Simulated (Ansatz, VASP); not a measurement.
# Ba3Ge in VASP and in Ansatz

```xyz
4
Lattice="5.4288 0.0000 0.0000 0.0000 5.4288 0.0000 0.0000 0.0000 5.4288" Properties=species:S:1:pos:R:3 pbc="T T T"
Ba    0.0000    2.7144    2.7144
Ba    2.7144    0.0000    2.7144
Ba    2.7144    2.7144    0.0000
Ge    0.0000    0.0000    0.0000
```

Alike in both runs: task relaxation of cell and atoms; functional PBE; k mesh 8 × 8 × 8; occupations gaussian, width 0.1 eV; no spin polarisation.

|  | VASP | Ansatz |
| --- | --- | --- |
| version | VASP 6.6.1 | Ansatz 0.2.0 |
| potentials or method | VASP PAW PBE potentials, release 64 (Ba_sv, Ge_d), cutoff 600 eV | scalar-relativistic, plane waves, PAW |
| valence electrons in the cell | 44 | 44 |

|  | VASP | Ansatz | Ansatz less VASP |
| --- | --- | --- | --- |
| gap on the k mesh at the Fermi level, each at its own relaxed structure (eV) | none | none | - |
| relaxed volume (Å³/atom) | 40.90 | 40.06 | -0.839 |
| relaxed cell length with the largest relative difference (Å) | 5.469 | 5.431 | -0.0377 |

A gap of «none» marks a metal or a gap that the smearing closes.

Neither program's run includes spin-orbit coupling.
